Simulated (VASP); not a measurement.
A run of VASP 6.6.1:

INCAR

```
SYSTEM = CoO
PREC = Accurate
ENCUT = 520
EDIFF = 1E-6
ISMEAR = 0
SIGMA = 0.02
LREAL = .False.
LASPH = .True.
NELM = 150
ALGO = Normal
ISIF = 2
LWAVE = .False.
LCHARG = .False.
ISPIN = 2
MAGMOM = 3 0
LORBIT = 11
LMAXMIX = 4
LDAU = .True.
LDAUTYPE = 2
LDAUL = 2 -1
LDAUU = 3.32 0
LDAUJ = 0 0
LDAUPRINT = 1
GGA = PE
NBANDS = 18
```

File KPOINTS:

```
Automatic mesh
0
Gamma
  14 14 14
  0 0 0
```

Contents of POSCAR:

```
CoO
1.0
    0.0000000000      2.3941207752      2.3941207752
    2.3941207752      0.0000000000      2.3941207752
    2.3941207752      2.3941207752      0.0000000000
Co O
1 1
Direct
    0.0000000000      0.0000000000      0.0000000000
    0.2500000000      0.2500000000      0.2500000000
```

Potentials or basis: VASP PAW PBE potentials, release 64 (Co, O).

The run is started by

```sh
$ cat potpaw_PBE.64/Co/POTCAR potpaw_PBE.64/O/POTCAR > POTCAR
$ mpirun -np 1 vasp_std > vasp.out
```

Hardware: 1 thread of Intel Xeon 8259CL, on a shared host.

Estimate the wall time of this run.

Wall time 2.9 min on 1 thread of Intel Xeon 8259CL, on a shared host, peak memory 0.23 GiB. Counts: scf iterations 17, k points 104.
